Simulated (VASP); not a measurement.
**Cs: single point with PBEsol**

Crystal: Cs.

```
Cs
1.0
    -2.97374    2.97374    3.12243
     2.97374   -2.97374    3.12243
     2.97374    2.97374   -3.12243
Cs
1
Direct
  0.00000 0.00000 0.00000
```

This cell differs from its parent crystal: ratio of the length along z to the lengths across it x 1.05, volume and fractional coordinates fixed.

```
Program                : VASP 6.6.1
Task                   : single point
Functional             : PBEsol
Potentials or basis    : VASP PAW PBE potentials, release 64 (Cs_sv)
Cutoff                 : 520 eV
k mesh                 : 12 × 12 × 12
Occupations            : gaussian, width 0.15 eV
Spin                   : no spin polarisation
Dipole correction      : no
Further INCAR settings : ALGO = Fast; EDIFF = 1e-07; NBANDS = 10
```

| Quantity | Value |
| --- | --- |
| Pressure | 0.0 GPa |

Levels at points of the mesh, in eV from the Fermi level:
```
           k point  band 1  band 2  band 3  band 4  band 5  band 6  band 7  band 8  band 9  band 10
(0.00, 0.00, 0.00)  -23.82  -10.53  -10.53  -10.53   -1.72    2.46    2.46    2.67    3.28     3.57
(0.50, 0.00, 0.00)  -23.81  -10.69  -10.58  -10.53    0.00    0.89    1.72    3.17    3.89     4.48
(0.50, 0.50, 0.00)  -23.81  -10.69  -10.59  -10.54    0.05    0.99    1.51    3.42    4.01     4.35
(0.50, 0.50, 0.50)  -23.81  -10.66  -10.64  -10.64    0.58    0.67    2.85    3.24    3.24     4.56
```

It took 110 s on 1 thread of AMD EPYC 7R13 Processor (Zen 3), on a shared host, peak memory 0.32 GiB.

Caveat: the PAW data sets were made with another functional, which shifts forces and pressure a little; spin-orbit coupling is left out, which moves the levels of the heavy elements.
